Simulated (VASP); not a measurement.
# Al3GaN4 (P-42m) in VASP: a series of runs

The runs below take Al3GaN4 through single point, with PBEsol.

All numbers are computed with VASP 6.6.1; they aren't measurements. Logs are shortened: lines on timing, memory, paths and dates and some standing lists are left out, and cuts for length are marked.

### Step 1. The cell of the first run

Symmetry: P-42m, No. 111, tetragonal system. Conventional cell: a = 4.407 Å, b = 4.407 Å, c = 4.760 Å, α = 90.00°, β = 90.00°, γ = 90.00°. Within 2.6 Å of Al (site symmetry -42m) lie 4 N at 1.95 Å. Al (site symmetry 222) has 4 N at 1.95 Å within 2.6 Å. Ga (site symmetry -42m) has 4 N at 2.00 Å within 2.7 Å. Within 2.6 Å of N (site symmetry m) lie 3 Al at 1.95 Å and 1 Ga at 2.00 Å.

### Step 2. Single point, PBEsol (strain +0.000 along x and y, +0.080 along z)

Input file INCAR:

```
ALGO = Normal
EDIFF = 1E-6
ENCUT = 520
GGA = PS
ISIF = 2
ISMEAR = 0
LASPH = True
LCHARG = False
LREAL = False
LWAVE = False
NBANDS = 31
NELM = 100
PREC = Accurate
SIGMA = 0.05
```

Input file KPOINTS:

```
k-points
0
Gamma
  6 6 6
```

Input file POSCAR:

```
Al3GaN4
1.0
    4.4069948404      0.0000000000      0.0000000000
    0.0000000000      4.4069948404      0.0000000000
    0.0000000000      0.0000000000      4.7595544276
Al Ga N
3 1 4
Direct
    0.5000000000      0.5000000000      0.0000000000
    0.5000000000      0.0000000000      0.5000000000
    0.0000000000      0.5000000000      0.5000000000
    0.0000000000      0.0000000000      0.0000000000
    0.7447077174      0.7447077174      0.2552922826
    0.7447077174      0.2552922826      0.7447077174
    0.2552922826      0.7447077174      0.7447077174
    0.2552922826      0.2552922826      0.2552922826
```

Potentials or basis: VASP PAW PBE potentials, release 64 (Al, Ga_d, N).

Run with:

```sh
cat potpaw_PBE.64/Al/POTCAR potpaw_PBE.64/Ga_d/POTCAR potpaw_PBE.64/N/POTCAR > POTCAR
mpirun -np 1 vasp_std > vasp.out
```

OUTCAR:

```text
EDIFF = 1E-6
   ENCUT = 520
   GGA = PS
   ISIF = 2
   ISMEAR = 0
   LASPH = True
   LREAL = False
   NELM = 100
   PREC = Accurate

 ion  position               nearest neighbor table
   1  0.500  0.500  0.000-   5 1.95   6 1.95   7 1.95   8 1.95   4 3.12   4 3.12   4 3.12   4 3.12
                             3 3.24   2 3.24   3 3.24   2 3.24   3 3.24   2 3.24   3 3.24   2 3.24
   2  0.500  0.000  0.500-   5 1.95   6 1.95   7 1.95   8 1.95   3 3.12   3 3.12   3 3.12   3 3.12
                             1 3.24   1 3.24   1 3.24   1 3.24
   3  0.000  0.500  0.500-   5 1.95   6 1.95   7 1.95   8 1.95   2 3.12   2 3.12   2 3.12   2 3.12
                             1 3.24   1 3.24   1 3.24   1 3.24
   4  0.000  0.000  0.000-   5 2.00   6 2.00   7 2.00   8 2.00   1 3.12   1 3.12   1 3.12   1 3.12

   5  0.745  0.745  0.255-   2 1.95   3 1.95   1 1.95   4 2.00
   6  0.745  0.255  0.745-   2 1.95   3 1.95   1 1.95   4 2.00
   7  0.255  0.745  0.745-   2 1.95   3 1.95   1 1.95   4 2.00
   8  0.255  0.255  0.255-   2 1.95   3 1.95   1 1.95   4 2.00

  LATTYP: Found a simple tetragonal cell.
 ALAT       =     4.4069948404
 C/A-ratio  =     1.0800000000

  Lattice vectors:

 A1 = (   4.4069948404,   0.0000000000,   0.0000000000)
 A2 = (   0.0000000000,   4.4069948404,   0.0000000000)
 A3 = (   0.0000000000,   0.0000000000,   4.7595544276)

Analysis of symmetry for initial positions (statically):
=====================================================================
 Subroutine PRICEL returns:
 Original cell was already a primitive cell.

 Routine SETGRP: Setting up the symmetry group for a
 simple tetragonal supercell.

 Subroutine GETGRP returns: Found  8 space group operations
 (whereof  8 operations were pure point group operations)
 out of a pool of 16 trial point group operations.

The static configuration has the point symmetry D_2d.

Analysis of symmetry for dynamics (positions and initial velocities):
=====================================================================
 Subroutine PRICEL returns:
 Original cell was already a primitive cell.

 Routine SETGRP: Setting up the symmetry group for a
 simple tetragonal supercell.

 Subroutine GETGRP returns: Found  8 space group operations
 (whereof  8 operations were pure point group operations)
 out of a pool of 16 trial point group operations.

The dynamic configuration has the point symmetry D_2d.

 Subroutine INISYM returns: Found  8 space group operations
 (whereof  8 operations are pure point group operations),
 and found     1 'primitive' translations

----------------------------------------------------------------------------------------

                                     Primitive cell

  volume of cell :      92.4382

  direct lattice vectors                    reciprocal lattice vectors
     4.406994840  0.000000000  0.000000000     0.226911997  0.000000000  0.000000000
     0.000000000  4.406994840  0.000000000     0.000000000  0.226911997  0.000000000
     0.000000000  0.000000000  4.759554428     0.000000000  0.000000000  0.210103701

  length of vectors
     4.406994840  4.406994840  4.759554428     0.226911997  0.226911997  0.210103701

  position of ions in fractional coordinates (direct lattice)
     0.500000000  0.500000000  0.000000000
     0.500000000  0.000000000  0.500000000
     0.000000000  0.500000000  0.500000000
     0.000000000  0.000000000  0.000000000
     0.744707717  0.744707717  0.255292283
     0.744707717  0.255292283  0.744707717
     0.255292283  0.744707717  0.744707717
     0.255292283  0.255292283  0.255292283

  ion indices of the primitive-cell ions
   primitive index   ion index
                 1           1
                 2           2
                 3           3
                 4           4
                 5           5
                 6           6
                 7           7
                 8           8

----------------------------------------------------------------------------------------

 KPOINTS: k-points

Automatic generation of k-mesh.
 Grid dimensions read from file:
 generate k-points for:    6    6    6

 Generating k-lattice:

  Cartesian coordinates                     Fractional coordinates (reciprocal lattice)
     0.037818666  0.000000000  0.000000000     0.166666667  0.000000000  0.000000000
     0.000000000  0.037818666  0.000000000     0.000000000  0.166666667  0.000000000
     0.000000000  0.000000000  0.035017283     0.000000000  0.000000000  0.166666667

  Length of vectors
     0.037818666  0.037818666  0.035017283

  Shift w.r.t. Gamma in fractional coordinates (k-lattice)
     0.000000000  0.000000000  0.000000000

 Subroutine IBZKPT returns following result:
 ===========================================

 Found     40 irreducible k-points:

 Following reciprocal coordinates:
            Coordinates               Weight
  0.000000  0.000000  0.000000      1.000000
  0.166667  0.000000  0.000000      4.000000
  0.333333  0.000000  0.000000      4.000000
  0.500000  0.000000  0.000000      2.000000
  0.166667  0.166667  0.000000      4.000000
  0.333333  0.166667  0.000000      8.000000
[... 16 lines left out ...]
  0.333333  0.000000  0.333333      8.000000
  0.500000  0.000000  0.333333      4.000000
 [... further k-points ...]
   k-points           NKPTS =     40   k-points in BZ     NKDIM =     40   number of bands    NBANDS=     31
   number of dos      NEDOS =    301   number of ions     NIONS =      8
   total plane-waves  NPLWV =  46656
   dimension x,y,z NGX =    36 NGY =   36 NGZ =   36
   dimension x,y,z NGXF=    72 NGYF=   72 NGZF=   72
   ions per type =               3   1   4
   NGX,Y,Z   is equivalent  to a cutoff of  13.58, 13.58, 12.57 a.u.
   NGXF,Y,Z  is equivalent  to a cutoff of  27.16, 27.16, 25.15 a.u.
 SYSTEM =  unknown system
   PREC   = accura    normal or accurate (medium, high low for compatibility)
   ISTART =      0    job   : 0-new  1-cont  2-samecut
   ICHARG =      2    charge: 1-file 2-atom 10-const
   ISPIN  =      1    spin polarized calculation?
   LNONCOLLINEAR =      F non collinear calculations
   LSORBIT =      F    spin-orbit coupling
   LASPH  =      T    aspherical Exc in radial PAW
   ENCUT  =  520.0 eV  38.22 Ry    6.18 a.u.   8.19  8.19  8.85*2*pi/ulx,y,z
   NELM   =    100;   NELMIN=  2; NELMDL= -5     # of ELM steps
   EDIFF  = 0.1E-05   stopping-criterion for ELM
   LREAL  =      F    real-space projection
   EDIFFG = 0.1E-04   stopping-criterion for IOM
   NSW    =      0    number of steps for IOM
   IBRION =     -1    ionic relax: 0-MD 1-quasi-New 2-CG
   NFREE  =      0    steps in history (QN), initial steepest desc. (CG)
   ISIF   =      2    stress and relaxation
   ISYM   =      2    0-nonsym 1-usesym 2-fastsym
   POTIM  = 0.5000    time-step for ionic-motion
   TEBEG  =    0.0;   TEEND  =   0.0 temperature during run
   PSTRESS=    0.0 pullay stress
   NELECT =      42.0000    total number of electrons
   NUPDOWN=      -1.0000    fix difference up-down
   EMIN   =  10.00;   EMAX   =-10.00  energy-range for DOS
   EFERMI =   0.00;   METHOD = LEGACY
   ISMEAR =     0;   SIGMA  =   0.05  broadening in eV -4-tet -1-fermi 0-gaus
   EFERMI_NEDOS =   21; number of points for ismear=-14 and -15
   IALGO  =     38    algorithm
   IMIX   =      4    mixing-type and parameters
     AMIX     =   0.40;   BMIX     =  1.00
     AMIX_MAG =   1.60;   BMIX_MAG =  1.00
  volume/ion in A,a.u.               =      11.55        77.98
  Fermi-wavevector in a.u.,A,eV,Ry     =   1.258561  2.378335 21.551286  1.583975
  Thomas-Fermi vector in A             =   2.392164
   LORBIT       =      0    0 simple, 1 ext, 2 COOP (PROOUT), +10 PAW based schemes
   GGA     = PS    functional components
   LHFCALC =     F    Hartree Fock is set to
   AEXX    =    0.0000 exact exchange contribution
   IVDW    =     0    specifies the selected vdW correction
   LEPSILON=     F    determine dielectric tensor
   LRPA    =     F    only Hartree local field effects (RPA)
 non-spin polarized calculation
 Gauss-broadening in eV      SIGMA  =   0.05
  energy-cutoff  :      520.00
  volume of cell :       92.44
 maximum number of plane-waves:      2522
 NGX is ok and might be reduce to    36
   NGX = 17   NGY = 17   NGZ = 17

 number of electron      41.9999990 magnetization

 Free energy of the ion-electron system (eV)
  ---------------------------------------------------
  ext. energy  EPLUGINS =         0.00000000
  ---------------------------------------------------
  free energy    TOTEN  =       -59.48209253 eV

  energy without entropy =      -59.48209253  energy(sigma->0) =      -59.48209253

 E-fermi :   5.3178     XC(G=0): -10.9815

 val. band max:        5.0658061186   @ k =   0.1667   0.1667   0.0000
 cond. band min:       7.7053655571   @ k =   0.0000   0.0000   0.0000
 fundamental gap:      2.6395594384
 Fermi energy:         5.3177925785

 k-point     1 :       0.0000    0.0000    0.0000
  band No.  band energies     occupation
      1      -9.7654      2.00000
      2      -8.4153      2.00000
      3      -8.3697      2.00000
      4      -8.3697      2.00000
      5      -7.8181      2.00000
      6      -7.7824      2.00000
[... 23 lines left out ...]
     30      16.0483      0.00000
     31      16.2739      0.00000

 k-point     2 :       0.1667    0.0000    0.0000
  band No.  band energies     occupation
      1      -9.6453      2.00000
      2      -8.4218      2.00000
      3      -8.3949      2.00000
      4      -8.3770      2.00000
      5      -7.8149      2.00000
      6      -7.7797      2.00000
[... 23 lines left out ...]
     30      15.9536      0.00000
     31      16.2758      0.00000

 k-point     3 :       0.3333    0.0000    0.0000
  band No.  band energies     occupation
      1      -9.3165      2.00000
      2      -8.5084      2.00000
      3      -8.4338      2.00000
      4      -8.3914      2.00000
      5      -7.8073      2.00000
      6      -7.7706      2.00000
[... 703 lines left out ...]
     30      14.4248      0.00000
     31      15.1903      0.00000

 k-point    24 :       0.5000    0.0000    0.3333
  band No.  band energies     occupation
      1      -8.8303      2.00000
      2      -8.6296      2.00000
      3      -8.5478      2.00000
      4      -8.2239      2.00000
      5      -7.7970      2.00000
      6      -7.7544      2.00000
[... 23 lines left out ...]
     30      14.7031      0.00000
     31      14.8996      0.00000

 [... further k-points ...]
[... 5 lines left out ...]
  --------------------------------------------------------------------------------------
  -------------------------------------------------------------------------------------
  Total       -5.3509484     -5.3509484    -12.5335683      0.0000000      0.0000000      0.0000000
  in kB      -92.7448844    -92.7448844   -217.2370673      0.0000000      0.0000000      0.0000000
  external PRESSURE =    -134.2422787 kB  Pullay stress =       0.0000000 kB

 VOLUME and BASIS-vectors are now :
 -----------------------------------------------------------------------------
  energy-cutoff  :      520.00
  volume of cell :       92.44
      direct lattice vectors                 reciprocal lattice vectors
     4.406994840  0.000000000  0.000000000     0.226911997  0.000000000  0.000000000
     0.000000000  4.406994840  0.000000000     0.000000000  0.226911997  0.000000000
     0.000000000  0.000000000  4.759554428     0.000000000  0.000000000  0.210103701

 POSITION                                       TOTAL-FORCE (eV/Angst)
 -----------------------------------------------------------------------------------
      2.20350      2.20350      0.00000         0.000000     -0.000000      0.000000
      2.20350      0.00000      2.37978         0.000000      0.000000      0.000000
      0.00000      2.20350      2.37978         0.000000      0.000000      0.000000
      0.00000      0.00000      0.00000         0.000000      0.000000      0.000000
      3.28192      3.28192      1.21508        -0.023934     -0.023934     -0.053214
      3.28192      1.12507      3.54448        -0.023934      0.023934      0.053214
      1.12507      3.28192      3.54448         0.023934     -0.023934      0.053214
      1.12507      1.12507      1.21508         0.023934      0.023934     -0.053214
 -----------------------------------------------------------------------------------
    total drift:                               -0.000000     -0.000000      0.000000

  FREE ENERGIE OF THE ION-ELECTRON SYSTEM (eV)
  ---------------------------------------------------
  free  energy   TOTEN  =       -59.4820925255 eV

  energy  without entropy=      -59.4820925255  energy(sigma->0) =      -59.48209253
```

Wall time 3 min (1 thread of AMD EPYC 7R13, shared host); peak memory 0.23 GiB.

What came out:

```yaml
Free_energy: -59.4821 eV
Pressure: -13.4 GPa
Largest_force: 0.063 eV/Å
Band_gap_on_the_k_mesh: 2.64 eV, indirect (least direct gap 2.66 eV)
```

Forces on the atoms (eV/Å):
```
Al   0.000  0.000  0.000
Al   0.000  0.000  0.000
Al   0.000  0.000  0.000
Ga   0.000  0.000  0.000
N   -0.024 -0.024 -0.053
N   -0.024  0.024  0.053
N    0.024 -0.024  0.053
N    0.024  0.024 -0.053
```

Levels at points of the mesh, in eV from the valence-band top:
| k point | band 18 | band 19 | band 20 | band 21 | band 22 | band 23 | band 24 | band 25 |
| --- | --- | --- | --- | --- | --- | --- | --- | --- |
| (0.00, 0.00, 0.00) | -1.62 | -0.39 | -0.02 | -0.02 | 2.64 | 3.01 | 3.01 | 3.39 |
| (0.50, 0.00, 0.00) | -1.48 | -1.34 | -1.23 | -1.10 | 5.05 | 5.11 | 5.92 | 5.97 |
| (0.50, 0.50, 0.00) | -0.60 | -0.39 | -0.33 | -0.33 | 6.53 | 7.07 | 7.07 | 7.49 |
| (0.00, 0.00, 0.50) | -1.00 | -1.00 | -0.77 | -0.77 | 4.89 | 4.93 | 5.31 | 5.31 |
| (0.50, 0.00, 0.50) | -1.12 | -0.92 | -0.85 | -0.79 | 6.24 | 6.95 | 7.00 | 7.12 |
| (0.50, 0.50, 0.50) | -0.52 | -0.43 | -0.26 | -0.26 | 4.50 | 5.89 | 5.90 | 5.90 |

Caveat: the cell differs from its parent crystal (strain +0.000 along x and y, +0.080 along z); the PAW data sets were made with another functional, which shifts forces and pressure a little.

### Step 3. Single point, PBEsol (strain +0.080 along x and y, -0.040 along z)

Input file INCAR:

```
SYSTEM = Al3GaN4
ALGO = Normal
EDIFF = 1E-6
ENCUT = 520
GGA = PS
ISIF = 2
ISMEAR = 0
LASPH = .TRUE.
LCHARG = .FALSE.
LREAL = .FALSE.
LWAVE = .FALSE.
NBANDS = 31
NELM = 100
PREC = Accurate
SIGMA = 0.05
```

Input file KPOINTS:

```
k-points
0
G
  6 6 6
  0 0 0
```

Changes to POSCAR since step 2:

```diff
@@ -2,5 +2,5 @@
 1.0
-    4.4069948404      0.0000000000      0.0000000000
-    0.0000000000      4.4069948404      0.0000000000
-    0.0000000000      0.0000000000      4.7595544276
+    4.7595544276      0.0000000000      0.0000000000
+    0.0000000000      4.7595544276      0.0000000000
+    0.0000000000      0.0000000000      4.2307150468
 Al Ga N
```

Potentials or basis: VASP PAW PBE potentials, release 64 (Al, Ga_d, N).

Run with:

```sh
cat potpaw_PBE.64/Al/POTCAR potpaw_PBE.64/Ga_d/POTCAR potpaw_PBE.64/N/POTCAR > POTCAR
mpirun -np 1 vasp_std > vasp.out
```

It took 2.9 min on 1 thread of AMD EPYC 7R13, shared host; peak memory 0.23 GiB.

The run converged. Its results:

* Free energy: -59.0150 eV
* Pressure: -18.6 GPa
* Largest force: 0.097 eV/Å
* Band gap on the k mesh: 2.22 eV, direct

Forces in eV/Å, atoms in the order of the input:
```
Al   0.000  0.000  0.000
Al   0.000  0.000  0.000
Al   0.000  0.000  0.000
Ga   0.000  0.000  0.000
N    0.038  0.038  0.081
N    0.038 -0.038 -0.081
N   -0.038  0.038 -0.081
N   -0.038 -0.038  0.081
```

Stress tensor (GPa, compression positive):
```
-22.69   0.00   0.00
  0.00 -22.69   0.00
  0.00   0.00 -10.54
```

Levels at points of the mesh, in eV from the valence-band top:
```csv
k point,band 17,band 18,band 19,band 20,band 21,band 22,band 23,band 24,band 25,band 26
"(0.00, 0.00, 0.00)",-1.76,-1.76,-0.39,-0.39,0.00,2.22,2.74,3.18,3.18,5.45
"(0.50, 0.00, 0.00)",-2.85,-1.24,-1.10,-0.99,-0.86,4.57,4.60,5.20,5.26,7.14
"(0.50, 0.50, 0.00)",-2.21,-1.50,-1.25,-1.25,-1.20,5.65,6.45,6.45,6.48,6.65
"(0.00, 0.00, 0.50)",-2.67,-1.71,-1.71,-1.50,-1.50,5.02,5.07,6.24,6.24,6.73
"(0.50, 0.00, 0.50)",-2.87,-0.85,-0.68,-0.65,-0.52,5.90,6.78,6.87,7.25,7.43
"(0.50, 0.50, 0.50)",-1.14,-0.52,-0.52,-0.51,-0.21,3.99,5.37,5.37,5.38,8.51
```

Caveat: the cell differs from its parent crystal (strain +0.080 along x and y, -0.040 along z); the PAW data sets were made with another functional, which shifts forces and pressure a little.
